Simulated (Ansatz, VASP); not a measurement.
One calculation of La, two programs

INCAR

```
SYSTEM = La
  ALGO = Fast
  EDIFF = 1E-7
  ENCUT = 520
  GGA = PE
  ISIF = 2
  ISMEAR = -1
  LASPH = .TRUE.
  LCHARG = .FALSE.
  LREAL = .FALSE.
  LWAVE = .FALSE.
  NBANDS = 12
  NELM = 80
  PREC = Accurate
  SIGMA = 0.05
```

Contents of KPOINTS:

```
k-points
0
G
  9 9 9
  0 0 0
```

POSCAR

```
La
1.0
   -2.0951271325      2.0951271325      2.0951271325
    2.0951271325     -2.0951271325      2.0951271325
    2.0951271325      2.0951271325     -2.0951271325
La
1
Direct
    0.0000000000      0.0000000000      0.0000000000
```

Contents of input.yaml:

```yaml
crystal:
  lattice:
    - [-2.0951271325, 2.0951271325, 2.0951271325]
    - [2.0951271325, -2.0951271325, 2.0951271325]
    - [2.0951271325, 2.0951271325, -2.0951271325]
  atoms:
    - { symbol: La, position: [0.0, 0.0, 0.0] }
kpoints:
  mp_grid: { grid: [9, 9, 9] }
scf:
  occupations: { method: fermi_dirac, width: 0.05 }
hamiltonian:
  xc: pbe
  pseudopotentials: { kind: all_electron, lapw: { basis_error: 0.0005 } }
output:
  forces: true
  stress: true
  eigenvalues: true
```

Change from the starting cell: volume scaled by 0.96.

Alike in both runs: task single point; functional PBE; k mesh 9 × 9 × 9; occupations fermi-dirac, width 0.05 eV; no spin polarisation.

```csv
,VASP,Ansatz
version,VASP 6.6.1,Ansatz 0.2.0
potentials or method,"VASP PAW PBE potentials, release 64 (La), cutoff 520 eV","all-electron LAPW, scalar-relativistic"
```

Ansatz gave:

* gap on the k mesh at the Fermi level (eV): none
* pressure (GPa): 0.5

Problem. Which values does VASP return?

Solution. gap on the k mesh at the Fermi level (eV): none; pressure (GPa): 0.6.

A gap of «none» marks a metal or a gap that the smearing closes. Ansatz ran all-electron here, and VASP with PAW potentials.

Spin-orbit coupling is off throughout.
